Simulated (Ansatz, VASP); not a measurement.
Two plane-wave programs on HC12

File INCAR:

```
ALGO     = Normal         # electronic algorithm
DIPOL    = 0.5 0.5 0.298
EDIFF    = 1E-6           # SCF threshold, eV
ENCUT    = 520            # plane-wave cutoff, eV
GGA      = PE             # functional
IDIPOL   = 3            
ISIF     = 2              # what is computed and relaxed
ISMEAR   = 0              # smearing method
LASPH    = True           # aspherical terms in the spheres
LCHARG   = False          # write CHGCAR
LDIPOL   = True         
LREAL    = Auto         
LWAVE    = False          # write WAVECAR
NBANDS   = 68             # bands
NELM     = 100            # most SCF steps
PREC     = Accurate       # precision mode
SIGMA    = 0.05           # smearing width, eV
```

File KPOINTS:

```
k-points
0
Gamma
  5 5 1
```

POSCAR

```
HC12
1.0
    5.0509324483      0.0000000000      0.0000000000
    0.0000000000      5.0509324483      0.0000000000
    0.0000000000      0.0000000000     22.3754933530
C H
24 2
Direct
    0.0000000000      0.2500000000      0.1787670080
    0.0000000000      0.7500000000      0.1787670080
    0.5000000000      0.2500000000      0.1787670080
    0.5000000000      0.7500000000      0.1787670080
    0.0000000000      0.0000000000      0.2186716990
    0.0000000000      0.5000000000      0.2186716990
    0.5000000000      0.0000000000      0.2186716990
    0.5000000000      0.5000000000      0.2186716990
    0.2500000000      0.0000000000      0.2585763899
    0.2500000000      0.5000000000      0.2585763899
    0.7500000000      0.0000000000      0.2585763899
    0.7500000000      0.5000000000      0.2585763899
    0.2500000000      0.2500000000      0.2976014419
    0.2500000000      0.7500000000      0.2976014419
    0.7500000000      0.2500000000      0.2976014419
    0.7500000000      0.7500000000      0.2976014419
    0.0000000000      0.2500000000      0.3394883053
    0.0000000000      0.7500000000      0.3394883053
    0.5000000000      0.2500000000      0.3394883053
    0.5000000000      0.7500000000      0.3394883053
    0.0000000000      0.0000000000      0.3743154719
    0.0000000000      0.5000000000      0.3743154719
    0.5000000000      0.0000000000      0.3743154719
    0.5000000000      0.5000000000      0.3743154719
    0.8830908934      0.3750000000      0.5352057791
    1.1169091066      0.3750000000      0.5352057791
```

Input for Ansatz:

```yaml
crystal:
  lattice:
    - [5.0509324483, 0.0, 0.0]
    - [0.0, 5.0509324483, 0.0]
    - [0.0, 0.0, 22.375493353]
  atoms:
    - { symbol: C, position: [0.0, 0.25, 0.178767008] }
    - { symbol: C, position: [0.0, 0.75, 0.178767008] }
    - { symbol: C, position: [0.5, 0.25, 0.178767008] }
    - { symbol: C, position: [0.5, 0.75, 0.178767008] }
    - { symbol: C, position: [0.0, 0.0, 0.218671699] }
    - { symbol: C, position: [0.0, 0.5, 0.218671699] }
    - { symbol: C, position: [0.5, 0.0, 0.218671699] }
    - { symbol: C, position: [0.5, 0.5, 0.218671699] }
    - { symbol: C, position: [0.25, 0.0, 0.2585763899] }
    - { symbol: C, position: [0.25, 0.5, 0.2585763899] }
    - { symbol: C, position: [0.75, 0.0, 0.2585763899] }
    - { symbol: C, position: [0.75, 0.5, 0.2585763899] }
    - { symbol: C, position: [0.25, 0.25, 0.2976014419] }
    - { symbol: C, position: [0.25, 0.75, 0.2976014419] }
    - { symbol: C, position: [0.75, 0.25, 0.2976014419] }
    - { symbol: C, position: [0.75, 0.75, 0.2976014419] }
    - { symbol: C, position: [0.0, 0.25, 0.3394883053] }
    - { symbol: C, position: [0.0, 0.75, 0.3394883053] }
    - { symbol: C, position: [0.5, 0.25, 0.3394883053] }
    - { symbol: C, position: [0.5, 0.75, 0.3394883053] }
    - { symbol: C, position: [0.0, 0.0, 0.3743154719] }
    - { symbol: C, position: [0.0, 0.5, 0.3743154719] }
    - { symbol: C, position: [0.5, 0.0, 0.3743154719] }
    - { symbol: C, position: [0.5, 0.5, 0.3743154719] }
    - { symbol: H, position: [0.8830908934, 0.375, 0.5352057791] }
    - { symbol: H, position: [1.1169091066, 0.375, 0.5352057791] }
basis:
  ecutwfc: 420
kpoints:
  mp_grid: { grid: [5, 5, 1] }
hamiltonian:
  xc: pbe
  pseudopotentials: { kind: paw, azcp: { folder: soft_1 } }
scf:
  occupations: { method: gaussian, width: 0.05 }
output:
  forces: true
  eigenvalues: true
efield:
  axis: 3
  dipole_correction: true
  ramp_width: 0.04
```

Alike in both runs: task single point; functional PBE; k mesh 5 × 5 × 1; occupations gaussian, width 0.05 eV; no spin polarisation.

|  | VASP | Ansatz |
| --- | --- | --- |
| version | VASP 6.6.1 | Ansatz 0.2.0 |
| potentials or method | VASP PAW PBE potentials, release 64 (C, H), cutoff 520 eV | scalar-relativistic, plane waves, PAW |
| valence electrons in the cell | 98 | 98 |

```tsv
	VASP	Ansatz	Ansatz less VASP
gap on the k mesh at the Fermi level (eV)	none	none	-
rms of the force components (eV/Å)	1.080	1.084	+0.0032
```

Atom by atom the forces differ by 0.013 eV/Å (rms over components). A gap of «none» marks a metal or a gap that the smearing closes. The functional is the same, so the differences come from potentials, cutoffs and numerics.
